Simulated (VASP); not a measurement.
Runs of VASP 6.6.1 on BP. The structure is that of space group I-4m2 (No. 119), or close to it. The cells are those of the table. 

| cell | gap on the mesh (eV) | pressure (GPa) |
| --- | --- | --- |
| a = 3.410, b = 3.410, c = 2.940 Å, angles 64.5, 64.5, 51.1°, 2 atoms | none | -0.8 |
| a = 3.188, b = 3.188, c = 3.253 Å, angles 59.3, 59.3, 61.3°, 2 atoms | (b) | -0.7 |
| a = 3.170, b = 3.170, c = 3.299 Å, angles 58.6, 58.6, 62.7°, 2 atoms | 0.19 | -0.8 |
| a = 3.124, b = 3.124, c = 3.704 Å, angles 53.6, 53.6, 72.7°, 2 atoms | none | (a) |
| a = 3.573, b = 3.573, c = 2.803 Å, angles 66.9, 66.9, 46.2°, 2 atoms | none | -2.6 |

Alike in all rows: task single point; level r2SCAN; potentials or basis VASP PAW PBE potentials, release 64 (B, P); no spin polarisation; k mesh 8 × 8 × 8; cutoff (eV) 520; smearing gaussian 0.05 eV.

Q: Fill in the values left out.

A: (a) -6.6; (b) 0.84.

Caveats: the PAW data sets were made with another functional, which shifts forces and pressure a little.

A k mesh can miss the band edges.

A gap of «none» marks levels without a gap at the run's occupations.
